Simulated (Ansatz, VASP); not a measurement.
**Two plane-wave programs on TaN**

```
Ta N
1.0
     0.00000    2.08730    2.17427
     2.08730    0.00000    2.17427
     2.08730    2.08730    0.00000
Ta N
1 1
Direct
  0.49782 0.50218 0.50218
  0.02817 0.97183 0.97183
```

Change from the starting cell: mode 4 frozen in at -0.122 Å, equal normal strain along x and y -0.0400.

Alike in both runs: task single point; functional LDA; k mesh 18 × 18 × 18; occupations gaussian, width 0.15 eV; no spin polarisation.

```csv
,VASP,Ansatz
version,VASP 6.6.1,Ansatz 0.2.0
potentials or method,"VASP PAW LDA potentials, release 64 (Ta_pv, N), cutoff 520 eV","scalar-relativistic, plane waves, PAW"
valence electrons in the cell,16,18
```

```tsv
	VASP	Ansatz	Ansatz less VASP
gap on the k mesh at the Fermi level (eV)	none	none	-
pressure (GPa)	45.8	42.8	-3.00
traceless stress, the component that is largest in VASP (GPa)	-29.94	-29.40	+0.541
rms of the force components (eV/Å)	1.329	1.299	-0.0294
```

LDA's correlation is that of Perdew and Zunger in VASP and of Perdew and Wang (1992) in Ansatz. Atom by atom the forces differ by 0.029 eV/Å (rms over components). A gap of «none» marks a metal or a gap that the smearing closes. Both programs put the cell under a high pressure, so it lies far from rest at this level. VASP's potentials hold 16 valence electrons a cell and Ansatz's 18, so a difference there can come from the potentials and not from the codes.

Spin-orbit coupling is off throughout.
